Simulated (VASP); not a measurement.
# Ti (P6/mmm) in VASP: a series of runs

Ti is run at these levels: r2SCAN; tasks: single point.

Program: VASP 6.6.1. These are calculated values, not measurements. Logs are shortened: lines on timing, memory, paths and dates and some standing lists are left out, and cuts for length are marked.

### 1 The cell of the first run

The structure is hexagonal, space group P6/mmm (No. 191). Conventional cell: a = 4.522 Å, b = 4.522 Å, c = 2.772 Å, α = 90.00°, β = 90.00°, γ = 120.00°. Ti (site symmetry 6/mmm) has 14 Ti at 2.77 to 2.96 Å within 3.7 Å. Within 3.4 Å of Ti (site symmetry -6m2) lie 11 Ti at 2.61 to 2.96 Å.

This isn't the form of Ti at room conditions, which is hcp.

### 2 Single point, r2SCAN

File POSCAR:

```
Ti
1.0
    4.5220188335      0.0000000000      0.0000000000
   -2.2610094167      3.9161862755      0.0000000000
    0.0000000000      0.0000000000      2.7721941544
Ti
3
Direct
    0.0000000000      0.0000000000      0.0000000000
    0.3333333333      0.6666666667      0.5000000000
    0.6666666667      0.3333333333      0.5000000000
```

File INCAR.step1:

```
PREC = Accurate
ENCUT = 520
ISMEAR = -1
SIGMA = 0.1
LREAL = F
LASPH = T
NELM = 80
NBANDS = 25
GGA = PE
ALGO = Normal
EDIFF = 1E-4
LWAVE = T
LCHARG = F
```

File INCAR.step2:

```
PREC = Accurate
ENCUT = 520
EDIFF = 1E-7
ISMEAR = -1
SIGMA = 0.1
LREAL = F
LASPH = T
NELM = 80
ALGO = Normal
ISIF = 2
LWAVE = F
LCHARG = F
METAGGA = R2SCAN
LMIXTAU = T
NBANDS = 25
ISTART = 1
```

File KPOINTS:

```
Automatic mesh
0
Gamma
  9 9 12
```

Potentials or basis: VASP PAW PBE potentials, release 64 (Ti_sv).

Command:

```console
> cat potpaw_PBE.64/Ti_sv/POTCAR > POTCAR
> cp INCAR.step1 INCAR
> mpirun -np 1 vasp_std > vasp.out
> cp INCAR.step2 INCAR
> mpirun -np 1 vasp_std > vasp.out
```

OUTCAR:

```text
PREC = Accurate
   ENCUT = 520
   EDIFF = 1E-7
   ISMEAR = -1
   LREAL = F
   LASPH = T
   NELM = 80
   ISIF = 2
   METAGGA = R2SCAN
   ISTART = 1

 ion  position               nearest neighbor table
   1  0.000  0.000  0.000-
   2  0.333  0.667  0.500-   3 2.61   3 2.61   3 2.61
   3  0.667  0.333  0.500-   2 2.61   2 2.61   2 2.61

  LATTYP: Found a hexagonal cell.
 ALAT       =     4.5220188335
 C/A-ratio  =     0.6130434782

  Lattice vectors:

 A1 = (   4.5220188335,   0.0000000000,   0.0000000000)
 A2 = (  -2.2610094167,   3.9161862755,   0.0000000000)
 A3 = (   0.0000000000,   0.0000000000,   2.7721941544)

Analysis of symmetry for initial positions (statically):
=====================================================================
 Subroutine PRICEL returns:
 Original cell was already a primitive cell.

 Routine SETGRP: Setting up the symmetry group for a
 hexagonal supercell.

 Subroutine GETGRP returns: Found 24 space group operations
 (whereof 24 operations were pure point group operations)
 out of a pool of 24 trial point group operations.

The static configuration has the point symmetry D_6h.

Analysis of symmetry for dynamics (positions and initial velocities):
=====================================================================
 Subroutine PRICEL returns:
 Original cell was already a primitive cell.

 Routine SETGRP: Setting up the symmetry group for a
 hexagonal supercell.

 Subroutine GETGRP returns: Found 24 space group operations
 (whereof 24 operations were pure point group operations)
 out of a pool of 24 trial point group operations.

The dynamic configuration has the point symmetry D_6h.

 Subroutine INISYM returns: Found 24 space group operations
 (whereof 24 operations are pure point group operations),
 and found     1 'primitive' translations

----------------------------------------------------------------------------------------

                                     Primitive cell

  volume of cell :      49.0930
[... 74 lines left out ...]
   number of dos      NEDOS =    301   number of ions     NIONS =      3
   total plane-waves  NPLWV =  31104
   dimension x,y,z NGX =    36 NGY =   36 NGZ =   24
   dimension x,y,z NGXF=    72 NGYF=   72 NGZF=   48
   ions per type =               3
   NGX,Y,Z   is equivalent  to a cutoff of  13.23, 13.23, 14.39 a.u.
   NGXF,Y,Z  is equivalent  to a cutoff of  26.47, 26.47, 28.79 a.u.
 SYSTEM =  unknown system
   PREC   = accura    normal or accurate (medium, high low for compatibility)
   ISTART =      1    job   : 0-new  1-cont  2-samecut
   ICHARG =      0    charge: 1-file 2-atom 10-const
   ISPIN  =      1    spin polarized calculation?
   LNONCOLLINEAR =      F non collinear calculations
   LSORBIT =      F    spin-orbit coupling
   LASPH  =      T    aspherical Exc in radial PAW
   ENCUT  =  520.0 eV  38.22 Ry    6.18 a.u.   8.41  8.41  5.15*2*pi/ulx,y,z
   NELM   =     80;   NELMIN=  2; NELMDL=  0     # of ELM steps
   EDIFF  = 0.1E-06   stopping-criterion for ELM
   LREAL  =      F    real-space projection
   EDIFFG = 0.1E-05   stopping-criterion for IOM
   NSW    =      0    number of steps for IOM
   IBRION =     -1    ionic relax: 0-MD 1-quasi-New 2-CG
   NFREE  =      0    steps in history (QN), initial steepest desc. (CG)
   ISIF   =      2    stress and relaxation
   ISYM   =      2    0-nonsym 1-usesym 2-fastsym
   POTIM  = 0.5000    time-step for ionic-motion
   TEBEG  =    0.0;   TEEND  =   0.0 temperature during run
   PSTRESS=    0.0 pullay stress
   NELECT =      36.0000    total number of electrons
   NUPDOWN=      -1.0000    fix difference up-down
   EMIN   =  10.00;   EMAX   =-10.00  energy-range for DOS
   EFERMI =   0.00;   METHOD = LEGACY
   ISMEAR =    -1;   SIGMA  =   0.10  broadening in eV -4-tet -1-fermi 0-gaus
   EFERMI_NEDOS =   21; number of points for ismear=-14 and -15
   IALGO  =     38    algorithm
   IMIX   =      4    mixing-type and parameters
     AMIX     =   0.40;   BMIX     =  1.00
     AMIX_MAG =   1.60;   BMIX_MAG =  1.00
  volume/ion in A,a.u.               =      16.36       110.43
  Fermi-wavevector in a.u.,A,eV,Ry     =   1.476282  2.789768 29.652638  2.179407
  Thomas-Fermi vector in A             =   2.590828
   LORBIT       =      0    0 simple, 1 ext, 2 COOP (PROOUT), +10 PAW based schemes
   METAGGA = R2SCAN    functional components
   LHFCALC =     F    Hartree Fock is set to
   AEXX    =    0.0000 exact exchange contribution
   IVDW    =     0    specifies the selected vdW correction
   LEPSILON=     F    determine dielectric tensor
   LRPA    =     F    only Hartree local field effects (RPA)
 non-spin polarized calculation
  energy-cutoff  :      520.00
  volume of cell :       49.09
 maximum number of plane-waves:      1354
 NGX is ok and might be reduce to    36
   NGX = 17   NGY = 17   NGZ = 11

 number of electron      36.0000011 magnetization

 Free energy of the ion-electron system (eV)
  ---------------------------------------------------
  ext. energy  EPLUGINS =         0.00000000
  ---------------------------------------------------
  free energy    TOTEN  =       -38.90075869 eV

  energy without entropy =      -38.81723104  energy(sigma->0) =      -38.85899487

 E-fermi :   8.9052     XC(G=0): -12.7088

 val. band max:        8.9005417660   @ k =   0.2222   0.2222   0.0000
 cond. band min:       8.9053430359   @ k =   0.2222   0.0000   0.0000
 fundamental gap:      0.0048012698
 Fermi energy:         8.9052246468

 k-point     1 :       0.0000    0.0000    0.0000
  band No.  band energies     occupation
      1     -50.2130      2.00000
      2     -49.9862      2.00000
      3     -49.8065      2.00000
      4     -25.4950      2.00000
      5     -25.4950      2.00000
      6     -25.4694      2.00000
[... 661 lines left out ...]
     24      11.1048      0.00000
     25      12.1296      0.00000

 [... further k-points ...]
[... 5 lines left out ...]
  --------------------------------------------------------------------------------------
  -------------------------------------------------------------------------------------
  Total        1.4521500      1.4521523      2.1684575      0.0000000      0.0000000      0.0000000
  in kB       47.3917457     47.3918205     70.7688521      0.0000000      0.0000000      0.0000000
  external PRESSURE =      55.1841394 kB  Pullay stress =       0.0000000 kB

 VOLUME and BASIS-vectors are now :
 -----------------------------------------------------------------------------
  energy-cutoff  :      520.00
  volume of cell :       49.09
      direct lattice vectors                 reciprocal lattice vectors
     4.522018833  0.000000000  0.000000000     0.221140167  0.127675234  0.000000000
    -2.261009417  3.916186275  0.000000000     0.000000000  0.255350468  0.000000000
     0.000000000  0.000000000  2.772194154     0.000000000  0.000000000  0.360725095

 POSITION                                       TOTAL-FORCE (eV/Angst)
 -----------------------------------------------------------------------------------
      0.00000      0.00000      0.00000        -0.000000      0.000000     -0.000000
     -0.00000      2.61079      1.38610         0.000000     -0.000000      0.000000
      2.26101      1.30540      1.38610        -0.000000      0.000000     -0.000000
 -----------------------------------------------------------------------------------
    total drift:                                0.000000      0.000000     -0.000000

  FREE ENERGIE OF THE ION-ELECTRON SYSTEM (eV)
  ---------------------------------------------------
  free  energy   TOTEN  =       -38.9007586924 eV

  energy  without entropy=      -38.8172310421  energy(sigma->0) =      -38.85899487
```

OUTCAR.step1:

```text
PREC = Accurate
   ENCUT = 520
   ISMEAR = -1
   LREAL = F
   LASPH = T
[... 897 lines left out ...]
      0.00000      0.00000      0.00000         0.000000      0.000000     -0.000000
     -0.00000      2.61079      1.38610        -0.000000      0.000000      0.000000
      2.26101      1.30540      1.38610         0.000000     -0.000000     -0.000000
 -----------------------------------------------------------------------------------
    total drift:                                0.000000      0.000000     -0.000000

  FREE ENERGIE OF THE ION-ELECTRON SYSTEM (eV)
  ---------------------------------------------------
  free  energy   TOTEN  =       -23.5311578958 eV

  energy  without entropy=      -23.4309938689  energy(sigma->0) =      -23.48107588
```

OSZICAR.step1:

```text
N       E                     dE             d eps       ncg     rms          rms(c)
DAV:   1     0.433917961374E+03    0.43392E+03   -0.18514E+04  4200   0.181E+03
DAV:   2     0.228068438422E+02   -0.41111E+03   -0.40418E+03  4249   0.522E+02
DAV:   3    -0.228217810004E+02   -0.45629E+02   -0.44532E+02  7724   0.150E+02
DAV:   4    -0.262871053590E+02   -0.34653E+01   -0.34467E+01  5796   0.378E+01
DAV:   5    -0.264624635383E+02   -0.17536E+00   -0.17529E+00  6561   0.701E+00    0.156E+01
DAV:   6    -0.235084897558E+02    0.29540E+01   -0.10510E+01  5291   0.313E+01    0.407E+00
DAV:   7    -0.234946483258E+02    0.13841E-01   -0.12505E+00  6402   0.767E+00    0.249E+00
DAV:   8    -0.235698172593E+02   -0.75169E-01   -0.52615E-01  6215   0.789E+00    0.241E+00
DAV:   9    -0.235436966454E+02    0.26121E-01   -0.53361E-01  6068   0.622E+00    0.842E-01
DAV:  10    -0.235305191834E+02    0.13177E-01   -0.72079E-02  5536   0.293E+00    0.987E-02
DAV:  11    -0.235310667026E+02   -0.54752E-03   -0.59808E-03  5903   0.664E-01    0.129E-01
DAV:  12    -0.235311578958E+02   -0.91193E-04   -0.53086E-04  5248   0.189E-01
   1 F= -.23531158E+02 E0= -.23481076E+02  d E =-.100164E+00
```

Run time: 3.6 min. Hardware: 1 thread of Intel Xeon 6975P-C (Granite Rapids), shared host; peak memory 0.23 GiB.

Results:

| Item | Value |
| --- | --- |
| Free energy | -38.9008 eV |
| Pressure | 5.5 GPa |
| Band gap on the k mesh | zero (bands 18 and 19 overlap by 0.19 eV) |

Stress tensor (GPa, compression positive):
```
4.74 0.00 0.00
0.00 4.74 0.00
0.00 0.00 7.08
```

Caveat: the cell stands under pressure; the PAW data sets were made with another functional, which shifts forces and pressure a little.

### 3 Single point, r2SCAN

This run uses another cell than the first one, of 16.79 Å³/atom.

File POSCAR:

```
Ti
1.0
    4.5613427102      0.0000000000      0.0000000000
   -2.2806713551      3.9502417786      0.0000000000
    0.0000000000      0.0000000000      2.7963014006
Ti
3
Direct
    0.0000000000      0.0000000000      0.0000000000
    0.3333333333      0.6666666667      0.5000000000
    0.6666666667      0.3333333333      0.5000000000
```

File INCAR.step1:

```
SYSTEM = Ti
PREC = Accurate ; ENCUT = 520
ISMEAR = -1 ; SIGMA = 0.1
LREAL = .False. ; LASPH = .True.
NELM = 100 ; NBANDS = 25
GGA = PE ; ALGO = Normal
EDIFF = 1E-4 ; LWAVE = .True.
LCHARG = .False.
```

File INCAR.step2:

```
SYSTEM = Ti
PREC = Accurate ; ENCUT = 520
EDIFF = 1E-6 ; ISMEAR = -1
SIGMA = 0.1 ; LREAL = .False.
LASPH = .True. ; NELM = 100
ALGO = Normal ; ISIF = 2
LWAVE = .False. ; LCHARG = .False.
METAGGA = R2SCAN ; LMIXTAU = .True.
NBANDS = 25 ; ISTART = 1
```

File KPOINTS:

```
Automatic mesh
0
Gamma
  9 9 12
  0 0 0
```

Potentials or basis: VASP PAW PBE potentials, release 64 (Ti_sv).

Command:

```console
> cat potpaw_PBE.64/Ti_sv/POTCAR > POTCAR
> cp INCAR.step1 INCAR
> mpirun -np 1 vasp_std > vasp.out
> cp INCAR.step2 INCAR
> mpirun -np 1 vasp_std > vasp.out
```

Wall time 2.6 min (1 thread of Intel Xeon 6975P-C (Granite Rapids), shared host); peak memory 0.23 GiB.

The run converged. Its results:

| Quantity | Value |
| --- | --- |
| Free energy | -38.9322 eV |
| Pressure | 2.1 GPa |
| Band gap on the k mesh | zero (bands 18 and 19 overlap by 0.17 eV) |

Stress tensor (GPa, compression positive):
```
1.45 0.00 0.00
0.00 1.45 0.00
0.00 0.00 3.45
```

Levels at points of the mesh, in eV from the Fermi level:
```
           k point  band 15  band 16  band 17  band 18  band 19  band 20  band 21  band 22
(0.00, 0.00, 0.00)    -0.79    -0.79    -0.76    -0.76     0.00     0.81     1.48     1.48
(0.00, 0.00, 0.50)    -2.22    -1.90    -1.78    -1.78     1.14     1.14     1.46     1.46
```

Caveat: the PAW data sets were made with another functional, which shifts forces and pressure a little.
